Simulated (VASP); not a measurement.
# BAs (F-43m) in VASP: further runs

Runs on BAs. Level: LDA. Tasks: single point, relaxation of cell and atoms.

Everything below comes from runs of VASP 6.6.1. Logs are shortened: lines on timing, memory, paths and dates and some standing lists are left out, and cuts for length are marked.

## (1) The cell of the first run

It takes space group F-43m (No. 216, cubic). The conventional cell has a = 4.700 Å, b = 4.700 Å, c = 4.700 Å, α = 90.00°, β = 90.00°, γ = 90.00°. Within 2.7 Å of B (site symmetry -43m) lie 4 As at 2.04 Å. Within 2.7 Å of As (site symmetry -43m) lie 4 B at 2.04 Å.

## (2) Single point, LDA (12.98 Å³/atom)

INCAR

```
ALGO     = Normal         # electronic algorithm
EDIFF    = 1E-6           # SCF threshold, eV
ENCUT    = 520            # plane-wave cutoff, eV
ISIF     = 2              # what is computed and relaxed
ISMEAR   = 0              # smearing method
LASPH    = T              # aspherical terms in the spheres
LCHARG   = F              # write CHGCAR
LREAL    = F              # projectors in reciprocal space
LWAVE    = F              # write WAVECAR
NBANDS   = 11             # bands
NELM     = 80             # most SCF steps
PREC     = Accurate       # precision mode
SIGMA    = 0.01           # smearing width, eV
```

KPOINTS

```
k-points
0
Gamma
  10 10 10
```

POSCAR

```
BAs
1.0
    0.0000000000      2.3501597761      2.3501597761
    2.3501597761      0.0000000000      2.3501597761
    2.3501597761      2.3501597761      0.0000000000
B As
1 1
Direct
    0.0000000000      0.0000000000      0.0000000000
    0.7500000000      0.7500000000      0.7500000000
```

Potentials or basis: VASP PAW LDA potentials, release 64 (B, As).

Started as:

```sh
$ cat potpaw_LDA.64/B/POTCAR potpaw_LDA.64/As/POTCAR > POTCAR
$ mpirun -np 1 vasp_std > vasp.out
```

OUTCAR:

```text
EDIFF = 1E-6
   ENCUT = 520
   ISIF = 2
   ISMEAR = 0
   LASPH = T
   LREAL = F
   NELM = 80
   PREC = Accurate

 ion  position               nearest neighbor table
   1  0.000  0.000  0.000-   2 2.04   2 2.04   2 2.04   2 2.04
   2  0.750  0.750  0.750-   1 2.04   1 2.04   1 2.04   1 2.04

  LATTYP: Found a face centered cubic cell.
 ALAT       =     4.7003195522

  Lattice vectors:

 A1 = (   0.0000000000,   2.3501597761,   2.3501597761)
 A2 = (   2.3501597761,   0.0000000000,   2.3501597761)
 A3 = (   2.3501597761,   2.3501597761,   0.0000000000)

Analysis of symmetry for initial positions (statically):
=====================================================================
 Subroutine PRICEL returns:
 Original cell was already a primitive cell.

 Routine SETGRP: Setting up the symmetry group for a
 face centered cubic supercell.

 Subroutine GETGRP returns: Found 24 space group operations
 (whereof 24 operations were pure point group operations)
 out of a pool of 48 trial point group operations.

The static configuration has the point symmetry T_d .

Analysis of symmetry for dynamics (positions and initial velocities):
=====================================================================
 Subroutine PRICEL returns:
 Original cell was already a primitive cell.

 Routine SETGRP: Setting up the symmetry group for a
 face centered cubic supercell.

 Subroutine GETGRP returns: Found 24 space group operations
 (whereof 24 operations were pure point group operations)
 out of a pool of 48 trial point group operations.

The dynamic configuration has the point symmetry T_d .

 Subroutine INISYM returns: Found 24 space group operations
 (whereof 24 operations are pure point group operations),
 and found     1 'primitive' translations

----------------------------------------------------------------------------------------

                                     Primitive cell

  volume of cell :      25.9610

  direct lattice vectors                    reciprocal lattice vectors
     0.000000000  2.350159776  2.350159776    -0.212751493  0.212751493  0.212751493
     2.350159776  0.000000000  2.350159776     0.212751493 -0.212751493  0.212751493
     2.350159776  2.350159776  0.000000000     0.212751493  0.212751493 -0.212751493

  length of vectors
     3.323627829  3.323627829  3.323627829     0.368496394  0.368496394  0.368496394

  position of ions in fractional coordinates (direct lattice)
     0.000000000  0.000000000  0.000000000
     0.750000000  0.750000000  0.750000000

  ion indices of the primitive-cell ions
   primitive index   ion index
                 1           1
                 2           2

----------------------------------------------------------------------------------------

 KPOINTS: k-points

Automatic generation of k-mesh.
 Grid dimensions read from file:
 generate k-points for:   10   10   10

 Generating k-lattice:

  Cartesian coordinates                     Fractional coordinates (reciprocal lattice)
    -0.021275149  0.021275149  0.021275149     0.100000000  0.000000000  0.000000000
     0.021275149 -0.021275149  0.021275149     0.000000000  0.100000000  0.000000000
     0.021275149  0.021275149 -0.021275149     0.000000000  0.000000000  0.100000000

  Length of vectors
     0.036849639  0.036849639  0.036849639

  Shift w.r.t. Gamma in fractional coordinates (k-lattice)
     0.000000000  0.000000000  0.000000000

 Subroutine IBZKPT returns following result:
 ===========================================

 Found     47 irreducible k-points:

 Following reciprocal coordinates:
            Coordinates               Weight
  0.000000  0.000000  0.000000      1.000000
  0.100000  0.000000  0.000000      8.000000
  0.200000  0.000000  0.000000      8.000000
  0.300000  0.000000  0.000000      8.000000
  0.400000  0.000000  0.000000      8.000000
  0.500000  0.000000  0.000000      4.000000
[... 16 lines left out ...]
  0.300000  0.300000  0.000000      6.000000
  0.400000  0.300000  0.000000     24.000000
 [... further k-points ...]
   k-points           NKPTS =     47   k-points in BZ     NKDIM =     47   number of bands    NBANDS=     11
   number of dos      NEDOS =    301   number of ions     NIONS =      2
   total plane-waves  NPLWV =  21952
   dimension x,y,z NGX =    28 NGY =   28 NGZ =   28
   dimension x,y,z NGXF=    56 NGYF=   56 NGZF=   56
   ions per type =               1   1
   NGX,Y,Z   is equivalent  to a cutoff of  14.01, 14.01, 14.01 a.u.
   NGXF,Y,Z  is equivalent  to a cutoff of  28.01, 28.01, 28.01 a.u.
 SYSTEM =  unknown system
   PREC   = accura    normal or accurate (medium, high low for compatibility)
   ISTART =      0    job   : 0-new  1-cont  2-samecut
   ICHARG =      2    charge: 1-file 2-atom 10-const
   ISPIN  =      1    spin polarized calculation?
   LNONCOLLINEAR =      F non collinear calculations
   LSORBIT =      F    spin-orbit coupling
   LASPH  =      T    aspherical Exc in radial PAW
   ENCUT  =  520.0 eV  38.22 Ry    6.18 a.u.   6.18  6.18  6.18*2*pi/ulx,y,z
   NELM   =     80;   NELMIN=  2; NELMDL= -5     # of ELM steps
   EDIFF  = 0.1E-05   stopping-criterion for ELM
   LREAL  =      F    real-space projection
[... 7 lines left out ...]
   TEBEG  =    0.0;   TEEND  =   0.0 temperature during run
   PSTRESS=    0.0 pullay stress
   NELECT =       8.0000    total number of electrons
   NUPDOWN=      -1.0000    fix difference up-down
   EMIN   =  10.00;   EMAX   =-10.00  energy-range for DOS
   EFERMI =   0.00;   METHOD = LEGACY
   ISMEAR =     0;   SIGMA  =   0.01  broadening in eV -4-tet -1-fermi 0-gaus
   EFERMI_NEDOS =   21; number of points for ismear=-14 and -15
   IALGO  =     38    algorithm
   IMIX   =      4    mixing-type and parameters
     AMIX     =   0.40;   BMIX     =  1.00
     AMIX_MAG =   1.60;   BMIX_MAG =  1.00
  volume/ion in A,a.u.               =      12.98        87.60
  Fermi-wavevector in a.u.,A,eV,Ry     =   1.105768  2.089599 16.636161  1.222723
  Thomas-Fermi vector in A             =   2.242260
   LORBIT       =      0    0 simple, 1 ext, 2 COOP (PROOUT), +10 PAW based schemes
   GGA     = CA    functional components
   LHFCALC =     F    Hartree Fock is set to
   AEXX    =    0.0000 exact exchange contribution
   IVDW    =     0    specifies the selected vdW correction
   LEPSILON=     F    determine dielectric tensor
   LRPA    =     F    only Hartree local field effects (RPA)
 non-spin polarized calculation
 Gauss-broadening in eV      SIGMA  =   0.01
  energy-cutoff  :      520.00
  volume of cell :       25.96
 maximum number of plane-waves:       725
 NGX is ok and might be reduce to    28
   NGX = 13   NGY = 13   NGZ = 13

 number of electron       8.0000000 magnetization

 Free energy of the ion-electron system (eV)
  ---------------------------------------------------
  ext. energy  EPLUGINS =         0.00000000
  ---------------------------------------------------
  free energy    TOTEN  =       -12.91742887 eV

  energy without entropy =      -12.91742887  energy(sigma->0) =      -12.91742887

 E-fermi :   6.7916     XC(G=0): -10.9873

 val. band max:        6.7159705392   @ k =   0.0000   0.0000   0.0000
 cond. band min:       7.7943574638   @ k =   0.4000   0.4000   0.0000
 fundamental gap:      1.0783869247
 Fermi energy:         6.7915534681

 k-point     1 :       0.0000    0.0000    0.0000
  band No.  band energies     occupation
      1      -9.1097      2.00000
      2       6.7160      2.00000
      3       6.7160      2.00000
      4       6.7160      2.00000
      5      10.0295      0.00000
      6      10.0295      0.00000
      7      10.0295      0.00000
      8      12.0370      0.00000
      9      16.3225      0.00000
     10      19.9533      0.00000
     11      19.9533      0.00000

 k-point     2 :       0.1000    0.0000    0.0000
  band No.  band energies     occupation
      1      -8.9386      2.00000
      2       5.2967      2.00000
      3       6.3974      2.00000
      4       6.3974      2.00000
      5      10.2631      0.00000
      6      10.4465      0.00000
      7      10.4465      0.00000
      8      12.7953      0.00000
      9      17.0030      0.00000
     10      18.7597      0.00000
     11      18.7597      0.00000

 k-point     3 :       0.2000    0.0000    0.0000
  band No.  band energies     occupation
      1      -8.4331      2.00000
      2       2.8582      2.00000
      3       5.7959      2.00000
      4       5.7959      2.00000
      5      10.1419      0.00000
      6      11.1861      0.00000
      7      11.1861      0.00000
      8      14.2411      0.00000
      9      18.0025      0.00000
     10      18.0025      0.00000
     11      18.0280      0.00000

 k-point     4 :       0.3000    0.0000    0.0000
  band No.  band energies     occupation
      1      -7.6282      2.00000
      2       0.4790      2.00000
      3       5.2675      2.00000
      4       5.2675      2.00000
      5       9.9145      0.00000
      6      11.5759      0.00000
      7      11.5759      0.00000
      8      15.2975      0.00000
      9      18.1949      0.00000
     10      18.4842      0.00000
     11      18.4842      0.00000
[... 239 lines left out ...]
 k-point    22 :      -0.2000    0.2000    0.0000
  band No.  band energies     occupation
      1      -7.3534      2.00000
      2       1.1447      2.00000
      3       2.4388      2.00000
      4       5.3660      2.00000
      5      10.7951      0.00000
      6      11.9318      0.00000
      7      12.8642      0.00000
      8      13.9031      0.00000
      9      16.6680      0.00000
     10      19.4844      0.00000
     11      21.2729      0.00000

 k-point    23 :       0.3000    0.3000    0.0000
  band No.  band energies     occupation
      1      -7.1106      2.00000
      2       1.4859      2.00000
      3       3.3645      2.00000
      4       3.3645      2.00000
      5       8.0346      0.00000
      6      10.3353      0.00000
      7      15.4058      0.00000
      8      15.4058      0.00000
      9      18.0629      0.00000
     10      22.1490      0.00000
     11      22.1581      0.00000

 k-point    24 :       0.4000    0.3000    0.0000
  band No.  band energies     occupation
      1      -6.3469      2.00000
      2       0.1849      2.00000
      3       2.5366      2.00000
      4       3.0551      2.00000
      5       8.3411      0.00000
      6      10.0665      0.00000
      7      15.8277      0.00000
      8      16.0278      0.00000
      9      19.0403      0.00000
     10      22.9471      0.00000
     11      22.9932      0.00000

 [... further k-points ...]
[... 5 lines left out ...]
  --------------------------------------------------------------------------------------
  -------------------------------------------------------------------------------------
  Total        0.6731590      0.6731590      0.6731590     -0.0000000      0.0000000      0.0000000
  in kB       41.5437841     41.5437841     41.5437841     -0.0000000      0.0000000      0.0000000
  external PRESSURE =      41.5437841 kB  Pullay stress =       0.0000000 kB

 VOLUME and BASIS-vectors are now :
 -----------------------------------------------------------------------------
  energy-cutoff  :      520.00
  volume of cell :       25.96
      direct lattice vectors                 reciprocal lattice vectors
     0.000000000  2.350159776  2.350159776    -0.212751493  0.212751493  0.212751493
     2.350159776  0.000000000  2.350159776     0.212751493 -0.212751493  0.212751493
     2.350159776  2.350159776  0.000000000     0.212751493  0.212751493 -0.212751493

 POSITION                                       TOTAL-FORCE (eV/Angst)
 -----------------------------------------------------------------------------------
      0.00000      0.00000      0.00000         0.000000      0.000000      0.000000
      3.52524      3.52524      3.52524        -0.000000     -0.000000     -0.000000
 -----------------------------------------------------------------------------------
    total drift:                                0.000000      0.000000      0.000000

  FREE ENERGIE OF THE ION-ELECTRON SYSTEM (eV)
  ---------------------------------------------------
  free  energy   TOTEN  =       -12.9174288695 eV

  energy  without entropy=      -12.9174288695  energy(sigma->0) =      -12.91742887
```

Wall time 13 s (1 thread of Intel Xeon Platinum 8488C (Sapphire Rapids), shared host); peak memory 0.14 GiB.

What came out:

```yaml
Free_energy: -12.9174 eV
Pressure: 4.2 GPa
Band_gap_on_the_k_mesh: 1.08 eV (least direct gap 3.31 eV)
```

Caveat: the cell stands under pressure. A k mesh can miss the band edges.

[end of part 1 of 2]
